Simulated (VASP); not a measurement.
# TePb (Pm-3m) in VASP: a series of runs, part 2 of 2

VASP 6.6.1. Earlier steps stand in the parts before.

### 4 Single point, PBE0

This run uses another cell than the first one, of 31.80 Å³/atom.

File POSCAR:

```
TePb
1.0
    3.9917399105      0.0000000000      0.0000000000
    0.0000000000      3.9917399105      0.0000000000
    0.0000000000      0.0000000000      3.9917399105
Pb Te
1 1
Direct
    0.0000000000      0.0000000000      0.0000000000
    0.5000000000      0.5000000000      0.5000000000
```

File INCAR.step1:

```
SYSTEM = TePb
PREC     = Accurate       ! precision mode
ENCUT    = 520            ! plane-wave cutoff, eV
EDIFF    = 1E-5           ! SCF threshold, eV
ISMEAR   = -1             ! smearing method
SIGMA    = 0.05           ! smearing width, eV
LREAL    = .False.        ! projectors in reciprocal space
LASPH    = .True.         ! aspherical terms in the spheres
NELM     = 60             ! most SCF steps
ALGO     = Normal         ! electronic algorithm
ISIF     = 2              ! what is computed and relaxed
LWAVE    = .True.         ! write WAVECAR
LCHARG   = .False.        ! write CHGCAR
GGA      = PE             ! functional
NBANDS   = 17             ! bands
```

File INCAR.step2:

```
SYSTEM = TePb
PREC     = Accurate       ! precision mode
ENCUT    = 520            ! plane-wave cutoff, eV
EDIFF    = 1E-7           ! SCF threshold, eV
ISMEAR   = -1             ! smearing method
SIGMA    = 0.05           ! smearing width, eV
LREAL    = .False.        ! projectors in reciprocal space
LASPH    = .True.         ! aspherical terms in the spheres
NELM     = 60             ! most SCF steps
ALGO     = Normal         ! electronic algorithm
ISIF     = 2              ! what is computed and relaxed
LWAVE    = .False.        ! write WAVECAR
LCHARG   = .False.        ! write CHGCAR
GGA      = PE             ! functional
LHFCALC  = .True.         ! exact exchange
AEXX     = 0.25           ! exact-exchange fraction
PRECFOCK = Normal       
ISTART   = 1            
NBANDS   = 17             ! bands
```

File KPOINTS:

```
regular mesh
0
Gamma
  4 4 4
  0 0 0
```

Potentials or basis: VASP PAW PBE potentials, release 64 (Pb_d, Te).

Launch:

```
$ cat potpaw_PBE.64/Pb_d/POTCAR potpaw_PBE.64/Te/POTCAR > POTCAR
$ cp INCAR.step1 INCAR
$ mpirun -np 1 vasp_std > vasp.out
$ cp INCAR.step2 INCAR
$ mpirun -np 1 vasp_std > vasp.out
```

OUTCAR:

```text
SYSTEM = TePb
   PREC = Accurate
   ENCUT = 520
   EDIFF = 1E-7
   ISMEAR = -1
   LREAL = .False.
   LASPH = .True.
   NELM = 60
   ISIF = 2
   GGA = PE
   LHFCALC = .True.
   AEXX = 0.25
   PRECFOCK = Normal
   ISTART = 1

 ion  position               nearest neighbor table
   1  0.000  0.000  0.000-   2 3.46   2 3.46   2 3.46   2 3.46   2 3.46   2 3.46   2 3.46   2 3.46

   2  0.500  0.500  0.500-   1 3.46   1 3.46   1 3.46   1 3.46   1 3.46   1 3.46   1 3.46   1 3.46

  LATTYP: Found a simple cubic cell.
 ALAT       =     3.9917399105

  Lattice vectors:

 A1 = (   3.9917399105,   0.0000000000,   0.0000000000)
 A2 = (   0.0000000000,   3.9917399105,   0.0000000000)
 A3 = (   0.0000000000,   0.0000000000,   3.9917399105)

Analysis of symmetry for initial positions (statically):
=====================================================================
 Subroutine PRICEL returns:
 Original cell was already a primitive cell.

 Routine SETGRP: Setting up the symmetry group for a
 simple cubic supercell.

 Subroutine GETGRP returns: Found 48 space group operations
 (whereof 48 operations were pure point group operations)
[... 154 lines left out ...]

  energy without entropy =       -9.36753839  energy(sigma->0) =       -9.36756659

 E-fermi :   6.3790     XC(G=0):  -7.6794

 val. band max:        5.9430537193   @ k =   0.5000   0.2500   0.0000
 cond. band min:       6.7480743729   @ k =   0.5000   0.5000   0.0000
 fundamental gap:      0.8050206536
 Fermi energy:         6.3789874153

 k-point     1 :       0.0000    0.0000    0.0000
  band No.  band energies     occupation
      1     -13.3388      2.00000
      2     -13.3388      2.00000
      3     -13.2550      2.00000
      4     -13.2550      2.00000
      5     -13.2550      2.00000
      6      -7.6209      2.00000
[... 177 lines left out ...]
      4     -13.2214      2.00000
      5     -13.2214      2.00000
      6      -4.7240      2.00000
[... 9 lines left out ...]
     16      21.4487      0.00000
     17      22.7760      0.00000

------------------------ aborting loop because EDIFF is reached ----------------------------------------

  FORCE on cell =-STRESS in cart. coord.  units (eV):
  Direction    XX          YY          ZZ          XY          YZ          ZX
  --------------------------------------------------------------------------------------
  -------------------------------------------------------------------------------------
  Total       -0.1165144     -0.1165144     -0.1165144     -0.0000000      0.0000000     -0.0000000
  in kB       -2.9349699     -2.9349699     -2.9349699     -0.0000000      0.0000000     -0.0000000
  external PRESSURE =      -2.9349699 kB  Pullay stress =       0.0000000 kB

 VOLUME and BASIS-vectors are now :
 -----------------------------------------------------------------------------
  energy-cutoff  :      520.00
  volume of cell :       63.60
      direct lattice vectors                 reciprocal lattice vectors
     3.991739911  0.000000000  0.000000000     0.250517324  0.000000000  0.000000000
     0.000000000  3.991739911  0.000000000     0.000000000  0.250517324  0.000000000
     0.000000000  0.000000000  3.991739911     0.000000000  0.000000000  0.250517324

 POSITION                                       TOTAL-FORCE (eV/Angst)
 -----------------------------------------------------------------------------------
      0.00000      0.00000      0.00000         0.000000      0.000000      0.000000
      1.99587      1.99587      1.99587         0.000000      0.000000      0.000000
 -----------------------------------------------------------------------------------
    total drift:                               -0.000000      0.000000      0.000000

  FREE ENERGIE OF THE ION-ELECTRON SYSTEM (eV)
  ---------------------------------------------------
  free  energy   TOTEN  =        -9.3675947998 eV

  energy  without entropy=       -9.3675383877  energy(sigma->0) =       -9.36756659
```

OUTCAR.step1:

```text
SYSTEM = TePb
   PREC = Accurate
   ENCUT = 520
   EDIFF = 1E-5
   ISMEAR = -1
   LREAL = .False.
[... 406 lines left out ...]
      0.00000      0.00000      0.00000         0.000000      0.000000      0.000000
      1.99587      1.99587      1.99587         0.000000      0.000000      0.000000
 -----------------------------------------------------------------------------------
    total drift:                                0.000000     -0.000000     -0.000000

  FREE ENERGIE OF THE ION-ELECTRON SYSTEM (eV)
  ---------------------------------------------------
  free  energy   TOTEN  =        -6.9480673241 eV

  energy  without entropy=       -6.9234824681  energy(sigma->0) =       -6.93577490
```

Wall time 14 min (1 thread of Intel Xeon Platinum 8488C (Sapphire Rapids), shared host); peak memory 0.18 GiB.

Results:

| Property | Result |
| --- | --- |
| Free energy | -9.3676 eV |
| Pressure | -0.3 GPa |
| Band gap on the k mesh | zero (bands 10 and 11 overlap by 1.71 eV) |

Caveat: the k points lie up to 0.39 Å⁻¹ apart, too coarse for converged energies and pressures of a metal; the PAW data sets were made with another functional, which shifts forces and pressure a little; spin-orbit coupling is left out, which moves the levels of the heavy elements.

### 5 Single point, r2SCAN (30.13 Å³/atom)

This run uses another cell than the first one, of 30.13 Å³/atom.

File POSCAR:

```
TePb
1.0
    3.9205847483      0.0000000000      0.0000000000
    0.0000000000      3.9205847483      0.0000000000
    0.0000000000      0.0000000000      3.9205847483
Pb Te
1 1
Direct
    0.0000000000      0.0000000000      0.0000000000
    0.5000000000      0.5000000000      0.5000000000
```

File INCAR.step1:

```
PREC     = Accurate       # precision mode
ENCUT    = 550            # plane-wave cutoff, eV
ISMEAR   = -1             # smearing method
SIGMA    = 0.05           # smearing width, eV
LREAL    = F              # projectors in reciprocal space
LASPH    = T              # aspherical terms in the spheres
NELM     = 120            # most SCF steps
NBANDS   = 17             # bands
GGA      = PE             # functional
ALGO     = Normal         # electronic algorithm
EDIFF    = 1E-5           # SCF threshold, eV
LWAVE    = T              # write WAVECAR
LCHARG   = F              # write CHGCAR
GGA_COMPAT= F
```

File INCAR.step2:

```
PREC     = Accurate       # precision mode
ENCUT    = 550            # plane-wave cutoff, eV
EDIFF    = 1E-6           # SCF threshold, eV
ISMEAR   = -1             # smearing method
SIGMA    = 0.05           # smearing width, eV
LREAL    = F              # projectors in reciprocal space
LASPH    = T              # aspherical terms in the spheres
NELM     = 120            # most SCF steps
ALGO     = Normal         # electronic algorithm
ISIF     = 2              # what is computed and relaxed
LWAVE    = F              # write WAVECAR
LCHARG   = T              # write CHGCAR
METAGGA  = R2SCAN         # meta-GGA
LMIXTAU  = T            
LELF     = T              # ELF
LVHAR    = T            
NBANDS   = 17             # bands
ISTART   = 1            
GGA_COMPAT= F
```

File KPOINTS:

```
Automatic mesh
0
Gamma
  7 7 7
```

Potentials or basis: VASP PAW PBE potentials, release 64 (Pb_d, Te).

Launch:

```
$ cat potpaw_PBE.64/Pb_d/POTCAR potpaw_PBE.64/Te/POTCAR > POTCAR
$ cp INCAR.step1 INCAR
$ mpirun -np 1 vasp_std > vasp.out
$ cp INCAR.step2 INCAR
$ mpirun -np 1 vasp_std > vasp.out
```

OUTCAR:

```text
PREC = Accurate
   ENCUT = 550
   EDIFF = 1E-6
   ISMEAR = -1
   LREAL = F
   LASPH = T
   NELM = 120
   ISIF = 2
   METAGGA = R2SCAN
   ISTART = 1

 ion  position               nearest neighbor table
   1  0.000  0.000  0.000-   2 3.40   2 3.40   2 3.40   2 3.40   2 3.40   2 3.40   2 3.40   2 3.40

   2  0.500  0.500  0.500-   1 3.40   1 3.40   1 3.40   1 3.40   1 3.40   1 3.40   1 3.40   1 3.40

  LATTYP: Found a simple cubic cell.
 ALAT       =     3.9205847483

  Lattice vectors:

 A1 = (   3.9205847483,   0.0000000000,   0.0000000000)
 A2 = (   0.0000000000,   3.9205847483,   0.0000000000)
 A3 = (   0.0000000000,   0.0000000000,   3.9205847483)

Analysis of symmetry for initial positions (statically):
=====================================================================
 Subroutine PRICEL returns:
 Original cell was already a primitive cell.

 Routine SETGRP: Setting up the symmetry group for a
 simple cubic supercell.

 Subroutine GETGRP returns: Found 48 space group operations
 (whereof 48 operations were pure point group operations)
 out of a pool of 48 trial point group operations.

The static configuration has the point symmetry O_h .
[... 153 lines left out ...]

  energy without entropy =      -82.10922763  energy(sigma->0) =      -82.11500001

 E-fermi :   7.0076     XC(G=0): -10.4824

 val. band max:        6.9757677940   @ k =   0.1429   0.1429   0.1429
 cond. band min:       7.0744401513   @ k =   0.4286   0.4286   0.2857
 fundamental gap:      0.0986723573
 Fermi energy:         7.0076028859

 k-point     1 :       0.0000    0.0000    0.0000
  band No.  band energies     occupation
      1     -10.8589      2.00000
      2     -10.8589      2.00000
      3     -10.7561      2.00000
      4     -10.7561      2.00000
      5     -10.7561      2.00000
      6      -6.0352      2.00000
[... 377 lines left out ...]
      4     -10.7265      2.00000
      5     -10.7265      2.00000
      6      -3.1466      2.00000
[... 9 lines left out ...]
     16      20.7953      0.00000
     17      22.6597      0.00000

------------------------ aborting loop because EDIFF is reached ----------------------------------------

  FORCE on cell =-STRESS in cart. coord.  units (eV):
  Direction    XX          YY          ZZ          XY          YZ          ZX
  --------------------------------------------------------------------------------------
  -------------------------------------------------------------------------------------
  Total        1.0762260      1.0762260      1.0762260      0.0000000      0.0000000      0.0000000
  in kB       28.6128768     28.6128768     28.6128768      0.0000000      0.0000000      0.0000000
  external PRESSURE =      28.6128768 kB  Pullay stress =       0.0000000 kB

 VOLUME and BASIS-vectors are now :
 -----------------------------------------------------------------------------
  energy-cutoff  :      550.00
  volume of cell :       60.26
      direct lattice vectors                 reciprocal lattice vectors
     3.920584748  0.000000000  0.000000000     0.255063993  0.000000000  0.000000000
     0.000000000  3.920584748  0.000000000     0.000000000  0.255063993  0.000000000
     0.000000000  0.000000000  3.920584748     0.000000000  0.000000000  0.255063993

 POSITION                                       TOTAL-FORCE (eV/Angst)
 -----------------------------------------------------------------------------------
      0.00000      0.00000      0.00000         0.000000      0.000000      0.000000
      1.96029      1.96029      1.96029         0.000000      0.000000      0.000000
 -----------------------------------------------------------------------------------
    total drift:                                0.000000     -0.000000     -0.000000

  FREE ENERGIE OF THE ION-ELECTRON SYSTEM (eV)
  ---------------------------------------------------
  free  energy   TOTEN  =       -82.1207723937 eV

  energy  without entropy=      -82.1092276287  energy(sigma->0) =      -82.11500001
```

OUTCAR.step1:

```text
PREC = Accurate
   ENCUT = 550
   ISMEAR = -1
   LREAL = F
   LASPH = T
   NELM = 120
[... 613 lines left out ...]
 -----------------------------------------------------------------------------------
      0.00000      0.00000      0.00000         0.000000      0.000000      0.000000
      1.96029      1.96029      1.96029         0.000000      0.000000      0.000000
 -----------------------------------------------------------------------------------
    total drift:                                0.000000     -0.000000     -0.000000

  FREE ENERGIE OF THE ION-ELECTRON SYSTEM (eV)
  ---------------------------------------------------
  free  energy   TOTEN  =        -7.0290774822 eV

  energy  without entropy=       -7.0130681353  energy(sigma->0) =       -7.02107281
```

It took 42 s on 1 thread of Intel Xeon 6975P-C (Granite Rapids), shared host; peak memory 0.18 GiB.

What came out:

* Free energy: -82.1208 eV
* Pressure: 2.9 GPa
* Band gap on the k mesh: zero (bands 10 and 11 overlap by 0.80 eV)

Levels at points of the mesh, in eV from the Fermi level:
```csv
k point,band 8,band 9,band 10,band 11,band 12,band 13
"(0.00, 0.00, 0.00)",-1.82,-1.82,-1.82,4.39,4.39,5.97
```

Caveat: semilocal functionals underestimate gaps, so a narrow gap can read as zero; the PAW data sets were made with another functional, which shifts forces and pressure a little; spin-orbit coupling is left out, which moves the levels of the heavy elements.

### 6 The runs side by side

| task | level | spin | cell | k mesh | cutoff (eV) | grid for exact exchange (PRECFOCK) | share of exact exchange | gap on the mesh (eV) | pressure (GPa) |
| --- | --- | --- | --- | --- | --- | --- | --- | --- | --- |
| relaxation of cell and atoms | PBE | off | relaxed from a = 4.002 Å, 2 atoms | 7 × 7 × 7 | 600 | - | - | none | 0.0 |
| single point | PBE | non-collinear, zero start, SOC | a = 4.002 Å, 2 atoms | 5 × 5 × 5 | 520 | - | - | - | 0.0 |
| single point | PBE0 | off | a = 3.992 Å, 2 atoms | 4 × 4 × 4 | 520 | Normal | 0.25 | none | -0.3 |
| single point | r2SCAN | off | a = 3.921 Å, 2 atoms | 7 × 7 × 7 | 550 | - | - | none | 2.9 |

Alike in all rows: potentials or basis VASP PAW PBE potentials, release 64 (Pb_d, Te); smearing fermi-dirac 0.05 eV.

Caveats: some runs use coarse meshes; spin-orbit coupling is left out, which moves the levels of the heavy elements (at least some runs); semilocal functionals underestimate gaps, so a narrow gap can read as zero (at least some runs); the PAW data sets were made with another functional, which shifts forces and pressure a little (at least some runs); the relaxation stopped at its first step, so nothing moved (at least some runs).

Total energies depend on the potentials used, so only differences within one code and one set of settings carry meaning.
